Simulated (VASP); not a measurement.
Crystal: Mo3H.

```
CELL_PARAMETERS angstrom
-1.94678 1.94678 3.81500
1.94678 -1.94678 3.81500
1.94678 1.94678 -3.81500
ATOMIC_POSITIONS crystal
H 0.00000 0.00000 0.00000
Mo 0.75000 0.25000 0.50000
Mo 0.25000 0.75000 0.50000
Mo 0.50000 0.50000 0.00000
```

The cell was built from a structure type or drawn by symmetry, and may not be a known phase.

* Program: VASP 6.6.1
* Task: relaxation of cell and atoms
* Functional: PBE
* Potentials or basis: VASP PAW PBE potentials, release 64 (H, Mo_sv)
* Cutoff: 600 eV
* k mesh: 7 × 7 × 7
* Occupations: gaussian, width 0.2 eV
* Spin: no spin polarisation

At the start: pressure -7.7 GPa; volume 14.46 Å³/atom.

Q: Where does the relaxation end?

A: Over 12 steps the energy falls by 66.8 meV/atom and the volume is 13.87 Å³/atom (-4.1 %); space group I4/mmm (No. 139, to 0.1 Å) before and after.

The path:
```
step  energy change (eV)  largest force (eV/Å)  pressure (GPa)  volume (Å³)
   1              0.0000                0.0000           -7.73        57.83
   2              0.0394                0.0000           13.06        52.18
   3             -0.0708                0.0000            0.53        55.23
   4             -0.0951                0.0000            0.68        55.17
   5             -0.1665                0.0000            1.71        54.92
   6             -0.2378                0.0000            5.98        53.99
   7             -0.2485                0.0000            4.87        54.28
   8             -0.2648                0.0000            1.71        55.14
   9             -0.2656                0.0000            0.90        55.37
  10             -0.2657                0.0000            0.75        55.41
  11             -0.2661                0.0000            0.68        55.43
  12             -0.2671                0.0000            0.49        55.48
```

Final structure:
```
H Mo
1.0
    -2.09024    2.09024    3.17428
     2.09024   -2.09024    3.17428
     2.09024    2.09024   -3.17428
H Mo
1 3
Cartesian
  0.0000 0.0000 0.0000
  0.0000 2.0902 1.5871
  2.0902 0.0000 1.5871
  0.0000 0.0000 3.1743
```
